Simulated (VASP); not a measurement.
# ZrSi2 (Fmmm) in VASP: single point with r2SCAN

Aim: the single point of ZrSi2 with r2SCAN.

All numbers are computed with VASP 6.6.1; they aren't measurements. Logs are shortened: lines on timing, memory, paths and dates and some standing lists are left out, and cuts for length are marked.

## (1) The cell of the first run

Symmetry: Fmmm, No. 69, orthorhombic system. Conventional cell: a = 4.508 Å, b = 4.866 Å, c = 9.243 Å, α = 90.00°, β = 90.00°, γ = 90.00°. Within 3.7 Å of Zr (site symmetry mmm) lie 10 Si at 2.79 to 2.98 Å and 4 Zr at 3.32 Å. Si (site symmetry mm2) has 9 Si at 2.62 to 3.32 Å and 5 Zr at 2.79 to 2.98 Å within 3.5 Å.

## (2) Single point, r2SCAN

File POSCAR:

```
ZrSi2
1.0
   -2.2541540000      2.4328370000      0.0000000000
    2.2541540000      0.0000000000      4.6213200000
    2.2541540000      2.4328370000      0.0000000000
Zr Si
1 2
Direct
    0.0000000000      0.0000000000      0.0000000000
    0.3220000000      0.6440000000      0.6780000000
    0.6780000000      0.3560000000      0.3220000000
```

File INCAR.step1:

```
SYSTEM = ZrSi2
PREC = Accurate ; ENCUT = 520
ISMEAR = -1 ; SIGMA = 0.1
LREAL = .FALSE. ; LASPH = .TRUE.
NELM = 80 ; NBANDS = 17
GGA = PE ; ALGO = Normal
EDIFF = 1E-4 ; LWAVE = .TRUE.
LCHARG = .FALSE.
```

File INCAR.step2:

```
SYSTEM = ZrSi2
PREC = Accurate ; ENCUT = 520
EDIFF = 1E-6 ; ISMEAR = -1
SIGMA = 0.1 ; LREAL = .FALSE.
LASPH = .TRUE. ; NELM = 80
ALGO = Normal ; ISIF = 2
LWAVE = .FALSE. ; LCHARG = .TRUE.
METAGGA = R2SCAN ; LMIXTAU = .TRUE.
LELF = .TRUE. ; LVHAR = .TRUE.
NBANDS = 17 ; ISTART = 1
```

File KPOINTS:

```
regular mesh
0
G
  10 10 10
  0 0 0
```

Potentials or basis: VASP PAW PBE potentials, release 64 (Zr_sv, Si).

On the command line:

```console
cat potpaw_PBE.64/Zr_sv/POTCAR potpaw_PBE.64/Si/POTCAR > POTCAR
cp INCAR.step1 INCAR
mpirun -np 1 vasp_std > vasp.out
cp INCAR.step2 INCAR
mpirun -np 1 vasp_std > vasp.out
```

OUTCAR:

```text
SYSTEM = ZrSi2
   PREC = Accurate
   ENCUT = 520
   EDIFF = 1E-6
   ISMEAR = -1
   LREAL = .FALSE.
   LASPH = .TRUE.
   NELM = 80
   ISIF = 2
   METAGGA = R2SCAN
   ISTART = 1

 ion  position               nearest neighbor table
   1  0.000  0.000  0.000-   3 2.79   2 2.79   3 2.79   2 2.79   2 2.94   3 2.94   3 2.94   2 2.94
                             2 2.98   3 2.98
   2  0.322  0.644  0.678-   3 2.62   3 2.62   3 2.77   3 2.77   1 2.79   1 2.79   1 2.94   1 2.94
                             1 2.98
   3  0.678  0.356  0.322-   2 2.62   2 2.62   2 2.77   2 2.77   1 2.79   1 2.79   1 2.94   1 2.94
                             1 2.98

  LATTYP: Found a face centered orthorhombic cell.
 ALAT       =     4.5083080000
 B/A-ratio  =     1.0792683197
 C/A-ratio  =     2.0501349952

  Lattice vectors:

 A1 = (   0.0000000000,   2.4328370000,   4.6213200000)
 A2 = (   2.2541540000,   0.0000000000,   4.6213200000)
 A3 = (   2.2541540000,   2.4328370000,   0.0000000000)

Analysis of symmetry for initial positions (statically):
=====================================================================
 Subroutine PRICEL returns:
 Original cell was already a primitive cell.

 Routine SETGRP: Setting up the symmetry group for a
 face centered orthorhombic supercell.

 Subroutine GETGRP returns: Found  8 space group operations
 (whereof  8 operations were pure point group operations)
 out of a pool of  8 trial point group operations.

The static configuration has the point symmetry D_2h.

Analysis of symmetry for dynamics (positions and initial velocities):
=====================================================================
 Subroutine PRICEL returns:
 Original cell was already a primitive cell.

 Routine SETGRP: Setting up the symmetry group for a
 face centered orthorhombic supercell.

 Subroutine GETGRP returns: Found  8 space group operations
 (whereof  8 operations were pure point group operations)
 out of a pool of  8 trial point group operations.

The dynamic configuration has the point symmetry D_2h.

 Subroutine INISYM returns: Found  8 space group operations
 (whereof  8 operations are pure point group operations),
 and found     1 'primitive' translations

----------------------------------------------------------------------------------------

                                     Primitive cell

  volume of cell :      50.6865

  direct lattice vectors                    reciprocal lattice vectors
    -2.254154000  2.432837000  0.000000000    -0.221812707  0.205521373  0.108194196
     2.254154000  0.000000000  4.621320000     0.000000000  0.000000000  0.216388391
     2.254154000  2.432837000  0.000000000     0.221812707  0.205521373 -0.108194196

  length of vectors
     3.316610638  5.141770979  3.316610638     0.321163347  0.216388391  0.321163347

  position of ions in fractional coordinates (direct lattice)
     0.000000000  0.000000000  0.000000000
     0.322000000  0.644000000  0.678000000
     0.678000000  0.356000000  0.322000000

  ion indices of the primitive-cell ions
   primitive index   ion index
                 1           1
                 2           2
                 3           3

----------------------------------------------------------------------------------------

 KPOINTS: regular mesh

Automatic generation of k-mesh.
 Grid dimensions read from file:
 generate k-points for:   10   10   10

 Generating k-lattice:

  Cartesian coordinates                     Fractional coordinates (reciprocal lattice)
    -0.022181271  0.020552137  0.010819420     0.100000000  0.000000000  0.000000000
     0.000000000  0.000000000  0.021638839     0.000000000  0.100000000  0.000000000
     0.022181271  0.020552137 -0.010819420     0.000000000  0.000000000  0.100000000

  Length of vectors
     0.032116335  0.021638839  0.032116335

  Shift w.r.t. Gamma in fractional coordinates (k-lattice)
     0.000000000  0.000000000  0.000000000

 Subroutine IBZKPT returns following result:
 ===========================================

 Found    171 irreducible k-points:

 Following reciprocal coordinates:
            Coordinates               Weight
  0.000000  0.000000  0.000000      1.000000
  0.100000  0.000000 -0.000000      8.000000
  0.200000  0.000000 -0.000000      8.000000
  0.300000 -0.000000 -0.000000      8.000000
  0.400000  0.000000  0.000000      8.000000
  0.500000  0.000000 -0.000000      4.000000
[... 16 lines left out ...]
  0.000000  0.300000  0.000000      2.000000
  0.100000  0.300000 -0.000000      8.000000
 [... further k-points ...]
   k-points           NKPTS =    171   k-points in BZ     NKDIM =    171   number of bands    NBANDS=     17
   number of dos      NEDOS =    301   number of ions     NIONS =      3
   total plane-waves  NPLWV =  31360
   dimension x,y,z NGX =    28 NGY =   40 NGZ =   28
   dimension x,y,z NGXF=    56 NGYF=   80 NGZF=   56
   ions per type =               1   2
   NGX,Y,Z   is equivalent  to a cutoff of  14.04, 12.93, 14.04 a.u.
   NGXF,Y,Z  is equivalent  to a cutoff of  28.07, 25.87, 28.07 a.u.
 SYSTEM =  ZrSi2
   PREC   = accura    normal or accurate (medium, high low for compatibility)
   ISTART =      1    job   : 0-new  1-cont  2-samecut
   ICHARG =      0    charge: 1-file 2-atom 10-const
   ISPIN  =      1    spin polarized calculation?
   LNONCOLLINEAR =      F non collinear calculations
   LSORBIT =      F    spin-orbit coupling
   LASPH  =      T    aspherical Exc in radial PAW
   ENCUT  =  520.0 eV  38.22 Ry    6.18 a.u.   6.17  9.56  6.17*2*pi/ulx,y,z
   NELM   =     80;   NELMIN=  2; NELMDL=  0     # of ELM steps
   EDIFF  = 0.1E-05   stopping-criterion for ELM
   LREAL  =      F    real-space projection
   EDIFFG = 0.1E-04   stopping-criterion for IOM
   NSW    =      0    number of steps for IOM
   IBRION =     -1    ionic relax: 0-MD 1-quasi-New 2-CG
   NFREE  =      0    steps in history (QN), initial steepest desc. (CG)
   ISIF   =      2    stress and relaxation
   ISYM   =      2    0-nonsym 1-usesym 2-fastsym
   POTIM  = 0.5000    time-step for ionic-motion
   TEBEG  =    0.0;   TEEND  =   0.0 temperature during run
   PSTRESS=    0.0 pullay stress
   NELECT =      20.0000    total number of electrons
   NUPDOWN=      -1.0000    fix difference up-down
   EMIN   =  10.00;   EMAX   =-10.00  energy-range for DOS
   EFERMI =   0.00;   METHOD = LEGACY
   ISMEAR =    -1;   SIGMA  =   0.10  broadening in eV -4-tet -1-fermi 0-gaus
   EFERMI_NEDOS =   21; number of points for ismear=-14 and -15
   IALGO  =     38    algorithm
   IMIX   =      4    mixing-type and parameters
     AMIX     =   0.40;   BMIX     =  1.00
     AMIX_MAG =   1.60;   BMIX_MAG =  1.00
  volume/ion in A,a.u.               =      16.90       114.02
  Fermi-wavevector in a.u.,A,eV,Ry     =   1.200754  2.269096 19.617010  1.441810
  Thomas-Fermi vector in A             =   2.336581
   LORBIT       =      0    0 simple, 1 ext, 2 COOP (PROOUT), +10 PAW based schemes
   METAGGA = R2SCAN    functional components
   LHFCALC =     F    Hartree Fock is set to
   AEXX    =    0.0000 exact exchange contribution
   IVDW    =     0    specifies the selected vdW correction
   LEPSILON=     F    determine dielectric tensor
   LRPA    =     F    only Hartree local field effects (RPA)
 non-spin polarized calculation
  energy-cutoff  :      520.00
  volume of cell :       50.69
 maximum number of plane-waves:      1382
 NGX is ok and might be reduce to    28
   NGX = 13   NGY = 19   NGZ = 13

 number of electron      20.0000001 magnetization

 Free energy of the ion-electron system (eV)
  ---------------------------------------------------
  ext. energy  EPLUGINS =         0.00000000
  ---------------------------------------------------
  free energy    TOTEN  =       -41.21145935 eV

  energy without entropy =      -41.15060664  energy(sigma->0) =      -41.18103300

 E-fermi :   9.5330     XC(G=0): -12.0867

 val. band max:        9.5305077199   @ k =   0.4000   0.1000   0.2000
 cond. band min:       9.5422202154   @ k =   0.5000   0.1000   0.2000
 fundamental gap:      0.0117124956
 Fermi energy:         9.5329867861

 k-point     1 :       0.0000    0.0000    0.0000
  band No.  band energies     occupation
      1     -40.5560      2.00000
      2     -18.0153      2.00000
      3     -17.8017      2.00000
      4     -17.6773      2.00000
      5      -2.9149      2.00000
      6       4.7023      2.00000
[... 9 lines left out ...]
     16      14.5147      0.00000
     17      15.2604      0.00000

 k-point     2 :       0.1000    0.0000   -0.0000
  band No.  band energies     occupation
      1     -40.5525      2.00000
      2     -18.0103      2.00000
      3     -17.8261      2.00000
      4     -17.6941      2.00000
      5      -2.7454      2.00000
      6       4.2837      2.00000
[... 9 lines left out ...]
     16      14.8551      0.00000
     17      15.6446      0.00000

 k-point     3 :       0.2000    0.0000   -0.0000
  band No.  band energies     occupation
      1     -40.5434      2.00000
      2     -17.9972      2.00000
      3     -17.9184      2.00000
      4     -17.7079      2.00000
      5      -2.2506      2.00000
      6       3.8048      2.00000
[... 9 lines left out ...]
     16      15.1793      0.00000
     17      16.7457      0.00000

 k-point     4 :       0.3000   -0.0000   -0.0000
  band No.  band energies     occupation
      1     -40.5320      2.00000
      2     -18.0498      2.00000
      3     -17.9806      2.00000
      4     -17.7044      2.00000
      5      -1.4685      2.00000
      6       3.0716      2.00000
[... 9 lines left out ...]
     16      15.6874      0.00000
     17      16.5888      0.00000
[... 343 lines left out ...]
      1     -40.5228      2.00000
      2     -18.1572      2.00000
      3     -17.9646      2.00000
      4     -17.6974      2.00000
      5      -0.6087      2.00000
      6       2.0398      2.00000
[... 9 lines left out ...]
     16      15.7191      0.00000
     17      16.8766      0.00000

 k-point    23 :       0.0000    0.3000    0.0000
  band No.  band energies     occupation
      1     -40.5558      2.00000
      2     -18.0331      2.00000
      3     -17.8025      2.00000
      4     -17.6778      2.00000
      5      -2.3355      2.00000
      6       1.9314      2.00000
[... 9 lines left out ...]
     16      15.0391      0.00000
     17      17.0078      0.00000

 k-point    24 :       0.1000    0.3000   -0.0000
  band No.  band energies     occupation
      1     -40.5523      2.00000
      2     -18.0301      2.00000
      3     -17.8269      2.00000
      4     -17.6948      2.00000
      5      -2.0478      2.00000
      6       1.7284      2.00000
[... 9 lines left out ...]
     16      15.4782      0.00000
     17      17.0789      0.00000

 [... further k-points ...]

------------------------ aborting loop because EDIFF is reached ----------------------------------------

  FORCE on cell =-STRESS in cart. coord.  units (eV):
  Direction    XX          YY          ZZ          XY          YZ          ZX
  --------------------------------------------------------------------------------------
  -------------------------------------------------------------------------------------
  Total       -0.2303783     -1.2468632     -1.2563299     -0.0000000      0.0000000      0.0000000
  in kB       -7.2821479    -39.4127518    -39.7119911     -0.0000000      0.0000000      0.0000000
  external PRESSURE =     -28.8022970 kB  Pullay stress =       0.0000000 kB

 VOLUME and BASIS-vectors are now :
 -----------------------------------------------------------------------------
  energy-cutoff  :      520.00
  volume of cell :       50.69
      direct lattice vectors                 reciprocal lattice vectors
    -2.254154000  2.432837000  0.000000000    -0.221812707  0.205521373  0.108194196
     2.254154000  0.000000000  4.621320000     0.000000000  0.000000000  0.216388391
     2.254154000  2.432837000  0.000000000     0.221812707  0.205521373 -0.108194196

 POSITION                                       TOTAL-FORCE (eV/Angst)
 -----------------------------------------------------------------------------------
      0.00000      0.00000      0.00000         0.000000     -0.000000      0.000000
      2.25415      2.43284      2.97613         0.000000      0.000000     -0.913093
      0.00000      2.43284      1.64519        -0.000000      0.000000      0.913093
 -----------------------------------------------------------------------------------
    total drift:                               -0.000000      0.000000      0.000000

  FREE ENERGIE OF THE ION-ELECTRON SYSTEM (eV)
  ---------------------------------------------------
  free  energy   TOTEN  =       -41.2114593525 eV

  energy  without entropy=      -41.1506066427  energy(sigma->0) =      -41.18103300
```

It took 4.6 min on 1 thread of Intel Xeon Platinum 8488C (Sapphire Rapids), shared host; peak memory 0.28 GiB.

Results:

- Free energy: -41.2115 eV
- Pressure: -2.9 GPa
- Largest force: 0.913 eV/Å
- Band gap on the k mesh: zero (bands 10 and 11 overlap by 1.87 eV)

Forces in eV/Å, atoms in the order of the input:
```
Zr   0.000  0.000  0.000
Si   0.000  0.000 -0.913
Si   0.000  0.000  0.913
```

Levels at points of the mesh, in eV from the Fermi level:
```
           k point  band 7  band 8  band 9  band 10  band 11  band 12  band 13  band 14
(0.00, 0.00, 0.00)   -4.70   -1.51   -1.02    -0.35     3.10     3.63     3.89     4.76
(0.50, 0.00, 0.00)   -4.01   -3.59   -1.13     0.31     2.12     2.93     3.78     4.27
(0.00, 0.50, 0.00)   -1.38   -0.71   -0.18     0.66     1.08     2.04     2.10     3.69
(0.50, 0.00, 0.50)   -5.02   -4.77   -3.49    -1.91     0.54     1.20     3.71     4.20
(0.50, 0.50, 0.50)   -5.71   -4.55   -2.92    -1.87    -0.30     1.72     3.62     3.71
```

Caveat: the PAW data sets were made with another functional, which shifts forces and pressure a little.
